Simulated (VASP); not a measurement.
# Al in VASP: further runs

Runs on Al. Level: PBE. Tasks: single point.

Program: VASP 6.6.1. These are calculated values, not measurements. Logs are shortened: lines on timing, memory, paths and dates and some standing lists are left out, and cuts for length are marked.

**1. The cell of the first run**

The cell holds a slab with vacuum, 6 atoms: a = 2.857 Å, b = 2.857 Å, c = 25.102 Å, α = 90.00°, β = 90.00°, γ = 90.00°.

**2. Single point, PBE**

The input, INCAR:

```
  ALGO = Fast
  DIPOL = 0.5 0.5 0.500
  EDIFF = 1E-6
  ENCUT = 520
  GGA = PE
  IDIPOL = 3
  ISIF = 2
  ISMEAR = 0
  LASPH = True
  LCHARG = True
  LDIPOL = True
  LELF = True
  LREAL = False
  LVACPOTAV = True
  LVHAR = True
  LWAVE = False
  NBANDS = 18
  NELM = 100
  PREC = Accurate
  SIGMA = 0.1
```

The input, KPOINTS:

```
k-points
0
Gamma
  12 12 1
```

The input, POSCAR:

```
Al
1.0
    2.8571513840      0.0000000000      0.0000000000
    0.0000000000      2.8571513840      0.0000000000
    0.0000000000      0.0000000000     25.1015555926
Al
6
Direct
    0.5000000000      0.5000000000      0.2987862634
    0.0000000000      0.0000000000      0.3792717580
    0.5000000000      0.5000000000      0.4597572527
    0.0000000000      0.0000000000      0.5402427473
    0.5000000000      0.5000000000      0.6207282420
    0.0000000000      0.0000000000      0.7012137366
```

Potentials or basis: VASP PAW PBE potentials, release 64 (Al).

The run is started by

```sh
> cat potpaw_PBE.64/Al/POTCAR > POTCAR
> mpirun -np 1 vasp_std > vasp.out
```

OUTCAR:

```text
EDIFF = 1E-6
   ENCUT = 520
   GGA = PE
   ISIF = 2
   ISMEAR = 0
   LASPH = True
   LREAL = False
   NELM = 100
   PREC = Accurate

 ion  position               nearest neighbor table
   1  0.500  0.500  0.299-   2 2.86   2 2.86   2 2.86   2 2.86
   2  0.000  0.000  0.379-   1 2.86   1 2.86   1 2.86   1 2.86   3 2.86   3 2.86   3 2.86   3 2.86

   3  0.500  0.500  0.460-   4 2.86   4 2.86   4 2.86   4 2.86   2 2.86   2 2.86   2 2.86   2 2.86

   4  0.000  0.000  0.540-   3 2.86   3 2.86   3 2.86   3 2.86   5 2.86   5 2.86   5 2.86   5 2.86

   5  0.500  0.500  0.621-   6 2.86   6 2.86   6 2.86   6 2.86   4 2.86   4 2.86   4 2.86   4 2.86

   6  0.000  0.000  0.701-   5 2.86   5 2.86   5 2.86   5 2.86

  LATTYP: Found a simple tetragonal cell.
 ALAT       =     2.8571513840
 C/A-ratio  =     8.7855182379

  Lattice vectors:

 A1 = (   2.8571513840,   0.0000000000,   0.0000000000)
 A2 = (   0.0000000000,   2.8571513840,   0.0000000000)
 A3 = (   0.0000000000,   0.0000000000,  25.1015555926)

Analysis of symmetry for initial positions (statically):
=====================================================================
 Subroutine PRICEL returns:
 Original cell was already a primitive cell.

 Routine SETGRP: Setting up the symmetry group for a
 simple tetragonal supercell.

 Subroutine GETGRP returns: Found 16 space group operations
 (whereof  8 operations were pure point group operations)
 out of a pool of 16 trial point group operations.

The static configuration has the point symmetry C_4v.
 The point group associated with its full space group is D_4h.

Analysis of symmetry for dynamics (positions and initial velocities):
=====================================================================
 Subroutine PRICEL returns:
 Original cell was already a primitive cell.

 Routine SETGRP: Setting up the symmetry group for a
 simple tetragonal supercell.

 Subroutine GETGRP returns: Found 16 space group operations
 (whereof  8 operations were pure point group operations)
 out of a pool of 16 trial point group operations.

The dynamic configuration has the point symmetry C_4v.
 The point group associated with its full space group is D_4h.

 Subroutine INISYM returns: Found 16 space group operations
 (whereof  8 operations are pure point group operations),
 and found     1 'primitive' translations

----------------------------------------------------------------------------------------

                                     Primitive cell

  volume of cell :     204.9119

  direct lattice vectors                    reciprocal lattice vectors
     2.857151384  0.000000000  0.000000000     0.349998955  0.000000000  0.000000000
     0.000000000  2.857151384  0.000000000     0.000000000  0.349998955  0.000000000
     0.000000000  0.000000000 25.101555593     0.000000000  0.000000000  0.039838168

  length of vectors
     2.857151384  2.857151384 25.101555593     0.349998955  0.349998955  0.039838168

  position of ions in fractional coordinates (direct lattice)
     0.500000000  0.500000000  0.298786263
     0.000000000  0.000000000  0.379271758
     0.500000000  0.500000000  0.459757253
     0.000000000  0.000000000  0.540242747
     0.500000000  0.500000000  0.620728242
     0.000000000  0.000000000  0.701213737

  ion indices of the primitive-cell ions
   primitive index   ion index
                 1           1
                 2           2
                 3           3
                 4           4
                 5           5
                 6           6

----------------------------------------------------------------------------------------

 KPOINTS: k-points

Automatic generation of k-mesh.
 Grid dimensions read from file:
 generate k-points for:   12   12    1

 Generating k-lattice:

  Cartesian coordinates                     Fractional coordinates (reciprocal lattice)
     0.029166580  0.000000000  0.000000000     0.083333333  0.000000000  0.000000000
     0.000000000  0.029166580  0.000000000     0.000000000  0.083333333  0.000000000
     0.000000000  0.000000000  0.039838168     0.000000000  0.000000000  1.000000000

  Length of vectors
     0.029166580  0.029166580  0.039838168

  Shift w.r.t. Gamma in fractional coordinates (k-lattice)
     0.000000000  0.000000000  0.000000000

 Subroutine IBZKPT returns following result:
 ===========================================

 Found     28 irreducible k-points:

 Following reciprocal coordinates:
            Coordinates               Weight
  0.000000  0.000000  0.000000      1.000000
  0.083333  0.000000  0.000000      4.000000
  0.166667  0.000000  0.000000      4.000000
  0.250000  0.000000  0.000000      4.000000
  0.333333  0.000000  0.000000      4.000000
  0.416667  0.000000  0.000000      4.000000
[... 16 lines left out ...]
  0.333333  0.333333  0.000000      4.000000
  0.416667  0.333333  0.000000      8.000000
 [... further k-points ...]
   k-points           NKPTS =     28   k-points in BZ     NKDIM =     28   number of bands    NBANDS=     18
   number of dos      NEDOS =    301   number of ions     NIONS =      6
   total plane-waves  NPLWV = 110592
   dimension x,y,z NGX =    24 NGY =   24 NGZ =  192
   dimension x,y,z NGXF=    48 NGYF=   48 NGZF=  384
   ions per type =               6
   NGX,Y,Z   is equivalent  to a cutoff of  13.96, 13.96, 12.72 a.u.
   NGXF,Y,Z  is equivalent  to a cutoff of  27.93, 27.93, 25.43 a.u.
 SYSTEM =  unknown system
   PREC   = accura    normal or accurate (medium, high low for compatibility)
   ISTART =      0    job   : 0-new  1-cont  2-samecut
   ICHARG =      2    charge: 1-file 2-atom 10-const
   ISPIN  =      1    spin polarized calculation?
   LNONCOLLINEAR =      F non collinear calculations
   LSORBIT =      F    spin-orbit coupling
   LASPH  =      T    aspherical Exc in radial PAW
   ENCUT  =  520.0 eV  38.22 Ry    6.18 a.u.   5.31  5.31 46.67*2*pi/ulx,y,z
   NELM   =    100;   NELMIN=  2; NELMDL= -5     # of ELM steps
   EDIFF  = 0.1E-05   stopping-criterion for ELM
   LREAL  =      F    real-space projection
   EDIFFG = 0.1E-04   stopping-criterion for IOM
   NSW    =      0    number of steps for IOM
   IBRION =     -1    ionic relax: 0-MD 1-quasi-New 2-CG
   NFREE  =      0    steps in history (QN), initial steepest desc. (CG)
   ISIF   =      2    stress and relaxation
   ISYM   =      2    0-nonsym 1-usesym 2-fastsym
   POTIM  = 0.5000    time-step for ionic-motion
   TEBEG  =    0.0;   TEEND  =   0.0 temperature during run
   PSTRESS=    0.0 pullay stress
   NELECT =      18.0000    total number of electrons
   NUPDOWN=      -1.0000    fix difference up-down
   EMIN   =  10.00;   EMAX   =-10.00  energy-range for DOS
   EFERMI =   0.00;   METHOD = LEGACY
   ISMEAR =     0;   SIGMA  =   0.10  broadening in eV -4-tet -1-fermi 0-gaus
   EFERMI_NEDOS =   21; number of points for ismear=-14 and -15
   IALGO  =     68    algorithm
   IMIX   =      4    mixing-type and parameters
     AMIX     =   0.40;   BMIX     =  1.00
     AMIX_MAG =   1.60;   BMIX_MAG =  1.00
  volume/ion in A,a.u.               =      34.15       230.47
  Fermi-wavevector in a.u.,A,eV,Ry     =   0.727741  1.375230  7.205733  0.529606
  Thomas-Fermi vector in A             =   1.819040
   LORBIT       =      0    0 simple, 1 ext, 2 COOP (PROOUT), +10 PAW based schemes
   GGA     = PE    functional components
   LHFCALC =     F    Hartree Fock is set to
   AEXX    =    0.0000 exact exchange contribution
   IVDW    =     0    specifies the selected vdW correction
   LEPSILON=     F    determine dielectric tensor
   LRPA    =     F    only Hartree local field effects (RPA)
 non-spin polarized calculation
 RMM-DIIS sequential band-by-band and
 Gauss-broadening in eV      SIGMA  =   0.10
  energy-cutoff  :      520.00
  volume of cell :      204.91
 maximum number of plane-waves:      5557
 NGX is ok and might be reduce to    24
   NGX = 11   NGY = 11   NGZ = 93

 dipolmoment           0.000000      0.000000     -0.000000 electrons x Angstroem

 number of electron      18.0000000 magnetization

 dipolmoment           0.000000      0.000000      0.000000 electrons x Angstroem

 Free energy of the ion-electron system (eV)
  ---------------------------------------------------
  ext. energy  EPLUGINS =         0.00000000
  ---------------------------------------------------
  free energy    TOTEN  =       -21.53227748 eV

  energy without entropy =      -21.51711336  energy(sigma->0) =      -21.52469542

 E-fermi :   1.7477     XC(G=0):  -5.7032

 val. band max:        1.7178751711   @ k =   0.4167   0.3333   0.0000
 cond. band min:       1.7743730502   @ k =   0.4167   0.0000   0.0000
 fundamental gap:      0.0564978792
 Fermi energy:         1.7477368791

 k-point     1 :       0.0000    0.0000    0.0000
  band No.  band energies     occupation
      1      -9.1959      2.00000
      2      -8.5236      2.00000
      3      -7.4472      2.00000
      4      -5.9859      2.00000
      5      -4.1829      2.00000
      6      -2.0126      2.00000
[... 10 lines left out ...]
     17       8.0928      0.00000
     18       8.9410      0.00000

 k-point     2 :       0.0833    0.0000    0.0000
  band No.  band energies     occupation
      1      -9.0702      2.00000
      2      -8.3984      2.00000
      3      -7.3229      2.00000
      4      -5.8626      2.00000
      5      -4.0608      2.00000
      6      -1.8911      2.00000
[... 10 lines left out ...]
     17       8.2006      0.00000
     18       8.8124      0.00000

 k-point     3 :       0.1667    0.0000    0.0000
  band No.  band energies     occupation
      1      -8.6938      2.00000
      2      -8.0235      2.00000
      3      -6.9504      2.00000
      4      -5.4932      2.00000
      5      -3.6949      2.00000
      6      -1.5278      2.00000
[... 412 lines left out ...]
 k-point    23 :       0.3333    0.3333    0.0000
  band No.  band energies     occupation
      1      -5.2298      2.00000
      2      -4.5738      2.00000
      3      -3.5234      2.00000
      4      -2.0959      2.00000
      5      -0.3370      2.00000
      6      -0.0786      2.00000
[... 10 lines left out ...]
     17       5.8461      0.00000
     18       6.3152      0.00000

 k-point    24 :       0.4167    0.3333    0.0000
  band No.  band energies     occupation
      1      -4.1382      2.00000
      2      -3.4874      2.00000
      3      -2.4457      2.00000
      4      -1.3384      2.00000
      5      -1.0203      2.00000
      6      -0.6941      2.00000
[... 10 lines left out ...]
     17       5.0164      0.00000
     18       5.2278      0.00000

 [... further k-points ...]
[... 5 lines left out ...]
  --------------------------------------------------------------------------------------
  -------------------------------------------------------------------------------------
  Total       -1.2864573     -1.2864573     -0.2984475      0.0000000      0.0000000     -0.0000000
  in kB      -10.0586297    -10.0586297     -2.3335192      0.0000000      0.0000000     -0.0000000
  external PRESSURE =      -7.4835929 kB  Pullay stress =       0.0000000 kB

 VOLUME and BASIS-vectors are now :
 -----------------------------------------------------------------------------
  energy-cutoff  :      520.00
  volume of cell :      204.91
      direct lattice vectors                 reciprocal lattice vectors
     2.857151384  0.000000000  0.000000000     0.349998955  0.000000000  0.000000000
     0.000000000  2.857151384  0.000000000     0.000000000  0.349998955  0.000000000
     0.000000000  0.000000000 25.101555593     0.000000000  0.000000000  0.039838168

 POSITION                                       TOTAL-FORCE (eV/Angst)
 -----------------------------------------------------------------------------------
      1.42858      1.42858      7.50000         0.000000     -0.000000      0.026760
      0.00000      0.00000      9.52031         0.000000     -0.000000      0.022584
      1.42858      1.42858     11.54062         0.000000      0.000000     -0.055333
      0.00000      0.00000     13.56093         0.000000     -0.000000      0.055333
      1.42858      1.42858     15.58124         0.000000      0.000000     -0.022584
      0.00000      0.00000     17.60156         0.000000      0.000000     -0.026760
 -----------------------------------------------------------------------------------
    total drift:                                0.000000      0.000000      0.000000

  FREE ENERGIE OF THE ION-ELECTRON SYSTEM (eV)
  ---------------------------------------------------
  free  energy   TOTEN  =       -21.5322774818 eV

  energy  without entropy=      -21.5171133648  energy(sigma->0) =      -21.52469542

 vacuum level on the upper side and lower side of the slab         5.974         5.974
```

It took 3 min on 1 thread of Intel Xeon Platinum 8259CL at 2.50GHz (Skylake/Cascade Lake), shared host; peak memory 0.33 GiB.

Results:

| Item | Value |
| --- | --- |
| Free energy | -21.5323 eV |
| Largest force | 0.055 eV/Å |
| Band gap on the k mesh | zero (band 9 reaches 4.58 eV, above the bottom of band 10 at 0.15 eV) |

Forces on the atoms (eV/Å):
```
Al   0.000  0.000  0.027
Al   0.000  0.000  0.023
Al   0.000  0.000 -0.055
Al   0.000  0.000  0.055
Al   0.000  0.000 -0.023
Al   0.000  0.000 -0.027
```

(Part 1 of 2 ends here.)
